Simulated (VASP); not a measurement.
# Cd (Im-3m) in VASP: notebook, part 3 of 3

VASP 6.6.1. The steps go on from the part before.

## Step 4: Single point, PBEsol

This run uses another cell than the first one, of 22.72 Å³/atom, 1.081 times its volume.

INCAR

```
SYSTEM = Cd
ALGO = Normal
EDIFF = 1E-6
ENCUT = 520
GGA = PS
ISIF = 2
ISMEAR = -1
LASPH = .True.
LCHARG = .True.
LELF = .True.
LREAL = .False.
LVHAR = .True.
LWAVE = .False.
NBANDS = 12
NELM = 100
PREC = Accurate
SIGMA = 0.15
```

KPOINTS

```
k-points
0
Gamma
  7 7 7
  0 0 0
```

POSCAR

```
Cd
1.0
   -1.7843220000      1.7843220000      1.7843220000
    1.7843220000     -1.7843220000      1.7843220000
    1.7843220000      1.7843220000     -1.7843220000
Cd
1
Direct
    0.0000000000      0.0000000000      0.0000000000
```

Potentials or basis: VASP PAW PBE potentials, release 64 (Cd).

The run is started by

```
$ cat potpaw_PBE.64/Cd/POTCAR > POTCAR
$ mpirun -np 1 vasp_std > vasp.out
```

OUTCAR:

```text
SYSTEM = Cd
   EDIFF = 1E-6
   ENCUT = 520
   GGA = PS
   ISIF = 2
   ISMEAR = -1
   LASPH = .True.
   LREAL = .False.
   NELM = 100
   PREC = Accurate

 ion  position               nearest neighbor table
   1  0.000  0.000  0.000-

  LATTYP: Found a body centered cubic cell.
 ALAT       =     3.5686440000

  Lattice vectors:

 A1 = (  -1.7843220000,   1.7843220000,   1.7843220000)
 A2 = (   1.7843220000,  -1.7843220000,   1.7843220000)
 A3 = (   1.7843220000,   1.7843220000,  -1.7843220000)

Analysis of symmetry for initial positions (statically):
=====================================================================
 Subroutine PRICEL returns:
 Original cell was already a primitive cell.

 Routine SETGRP: Setting up the symmetry group for a
 body centered cubic supercell.

 Subroutine GETGRP returns: Found 48 space group operations
 (whereof 48 operations were pure point group operations)
 out of a pool of 48 trial point group operations.

The static configuration has the point symmetry O_h .

Analysis of symmetry for dynamics (positions and initial velocities):
=====================================================================
 Subroutine PRICEL returns:
 Original cell was already a primitive cell.

 Routine SETGRP: Setting up the symmetry group for a
 body centered cubic supercell.

 Subroutine GETGRP returns: Found 48 space group operations
 (whereof 48 operations were pure point group operations)
 out of a pool of 48 trial point group operations.

The dynamic configuration has the point symmetry O_h .

 Subroutine INISYM returns: Found 48 space group operations
 (whereof 48 operations are pure point group operations),
 and found     1 'primitive' translations

----------------------------------------------------------------------------------------

                                     Primitive cell
[... 107 lines left out ...]
  Thomas-Fermi vector in A             =   2.452872
   LORBIT       =      0    0 simple, 1 ext, 2 COOP (PROOUT), +10 PAW based schemes
   GGA     = PS    functional components
   LHFCALC =     F    Hartree Fock is set to
   AEXX    =    0.0000 exact exchange contribution
   IVDW    =     0    specifies the selected vdW correction
   LEPSILON=     F    determine dielectric tensor
   LRPA    =     F    only Hartree local field effects (RPA)
 non-spin polarized calculation
  energy-cutoff  :      520.00
  volume of cell :       22.72
 maximum number of plane-waves:       627
   NGX = 11   NGY = 11   NGZ = 11

 number of electron      12.0000006 magnetization

 Free energy of the ion-electron system (eV)
  ---------------------------------------------------
  ext. energy  EPLUGINS =         0.00000000
  ---------------------------------------------------
  free energy    TOTEN  =        -1.15220534 eV

  energy without entropy =       -1.12092774  energy(sigma->0) =       -1.13656654

 E-fermi :   2.3796     XC(G=0): -10.9527

 val. band max:        1.6860679650   @ k =   0.4286   0.1429   0.0000
 cond. band min:       2.3808941233   @ k =  -0.4286  -0.4286   0.1429
 fundamental gap:      0.6948261583
 Fermi energy:         2.3796348854

 k-point     1 :       0.0000    0.0000    0.0000
  band No.  band energies     occupation
      1      -6.6676      2.00000
      2      -6.6676      2.00000
      3      -6.6676      2.00000
      4      -6.1504      2.00000
      5      -6.0602      2.00000
      6      -6.0602      2.00000
      7      17.7609      0.00000
      8      17.7609      0.00000
      9      17.7609      0.00000
     10      18.2452      0.00000
     11      18.2452      0.00000
     12      18.2452      0.00000
[... 271 lines left out ...]
 k-point    20 :      -0.4286    0.4286    0.4286
  band No.  band energies     occupation
      1      -7.0700      2.00000
      2      -7.0348      2.00000
      3      -5.8364      2.00000
      4      -5.8364      2.00000
      5      -5.7978      2.00000
      6       3.6810      0.00034
      7       6.1936      0.00000
      8       6.1936      0.00000
      9       8.6912      0.00000
     10      10.4735      0.00000
     11      12.1694      0.00000
     12      25.7566      0.00000

------------------------ aborting loop because EDIFF is reached ----------------------------------------

  FORCE on cell =-STRESS in cart. coord.  units (eV):
  Direction    XX          YY          ZZ          XY          YZ          ZX
  --------------------------------------------------------------------------------------
  -------------------------------------------------------------------------------------
  Total       -0.3809486     -0.3809486     -0.3809486      0.0000000     -0.0000000      0.0000000
  in kB      -26.8594622    -26.8594622    -26.8594622      0.0000000     -0.0000000      0.0000000
  external PRESSURE =     -26.8594622 kB  Pullay stress =       0.0000000 kB

 VOLUME and BASIS-vectors are now :
 -----------------------------------------------------------------------------
  energy-cutoff  :      520.00
  volume of cell :       22.72
      direct lattice vectors                 reciprocal lattice vectors
    -1.784322000  1.784322000  1.784322000     0.000000000  0.280218481  0.280218481
     1.784322000 -1.784322000  1.784322000     0.280218481  0.000000000  0.280218481
     1.784322000  1.784322000 -1.784322000     0.280218481  0.280218481  0.000000000

 POSITION                                       TOTAL-FORCE (eV/Angst)
 -----------------------------------------------------------------------------------
      0.00000      0.00000      0.00000        -0.000000     -0.000000     -0.000000
 -----------------------------------------------------------------------------------
    total drift:                               -0.000000      0.000000      0.000000

  FREE ENERGIE OF THE ION-ELECTRON SYSTEM (eV)
  ---------------------------------------------------
  free  energy   TOTEN  =        -1.1522053442 eV

  energy  without entropy=       -1.1209277430  energy(sigma->0) =       -1.13656654
```

stdout:

```text
POSCAR found type information on POSCAR Cd
 POSCAR found :  1 types and       1 ions
 scaLAPACK will be used
 -----------------------------------------------------------------------------
|                                                                             |
|                                                                             |
|     You enforced a specific xc type in the INCAR file but a different       |
|     I HOPE YOU KNOW WHAT YOU ARE DOING!                                     |
|                                                                             |
 -----------------------------------------------------------------------------

 LDA part: xc-table for (Slater+PW92), standard interpolation
 POSCAR, INCAR and KPOINTS ok, starting setup
 FFT: planning ... GRIDC
 FFT: planning ... GRID_SOFT
 FFT: planning ... GRID
 WAVECAR not read
 entering main loop
```

Run time: 8.1 s. Hardware: 1 thread of Intel Xeon Platinum 8259CL at 2.50GHz (Skylake/Cascade Lake), shared host; peak memory 0.13 GiB.

Results:

```yaml
Free_energy: -1.1522 eV
Pressure: -2.7 GPa
Band_gap_on_the_k_mesh: zero (band 6 reaches 3.98 eV, above the bottom of band 7 at 1.69 eV)
```

Caveat: the PAW data sets were made with another functional, which shifts forces and pressure a little.

## Step 5: Single point, PBEsol

This run uses another cell than the first one, of 22.33 Å³/atom, 1.062 times its volume.

INCAR

```
SYSTEM = Cd
PREC = Accurate
ENCUT = 520
EDIFF = 1E-6
ISMEAR = -1
SIGMA = 0.15
LREAL = .False.
LASPH = .True.
NELM = 80
ALGO = Normal
ISIF = 2
LWAVE = .False.
LCHARG = .False.
GGA = PS
NBANDS = 12
```

KPOINTS

```
regular mesh
0
Gamma
  7 7 7
  0 0 0
```

POSCAR

```
Cd
1.0
   -1.7738344191      1.7738344191      1.7738344191
    1.7738344191     -1.7738344191      1.7738344191
    1.7738344191      1.7738344191     -1.7738344191
Cd
1
Direct
    0.0000000000      0.0000000000      0.0000000000
```

The run is started by

```
$ cat potpaw_PBE.64/Cd/POTCAR > POTCAR
$ mpirun -np 1 vasp_std > vasp.out
```

Wall time 7.1 s (1 thread of Intel Xeon Platinum 8259CL at 2.50GHz (Skylake/Cascade Lake), shared host); peak memory 0.13 GiB.

The run converged. Its results:

```yaml
Free_energy: -1.1581 eV
Pressure: -2.0 GPa
Band_gap_on_the_k_mesh: zero (band 6 reaches 4.15 eV, above the bottom of band 7 at 1.84 eV)
```

Levels at points of the mesh, in eV from the Fermi level:
```tsv
k point	band 2	band 3	band 4	band 5	band 6	band 7	band 8	band 9	band 10	band 11
(0.00, 0.00, 0.00)	-9.10	-9.10	-8.66	-8.47	-8.47	15.46	15.46	15.46	16.11	16.11
```

Caveat: the PAW data sets were made with another functional, which shifts forces and pressure a little.

## Step 6: Overview

```csv
cell,gap on the mesh (eV),pressure (GPa)
"a = 3.011 Å, angles 109.5°, 1 atom",none,0.8
"a = 3.021 Å, angles 109.5°, 1 atom",none,0.3
"a = 3.091 Å, angles 109.5°, 1 atom",none,-2.7
"a = 3.072 Å, angles 109.5°, 1 atom",none,-2.0
```

Alike in all rows: task single point; level PBEsol; potentials or basis VASP PAW PBE potentials, release 64 (Cd); no spin polarisation; k mesh 7 × 7 × 7; cutoff (eV) 520; smearing fermi-dirac 0.15 eV.

Caveats: some runs use coarse meshes; the PAW data sets were made with another functional, which shifts forces and pressure a little.

Total energies depend on the potentials used, so only differences within one code and one set of settings carry meaning.
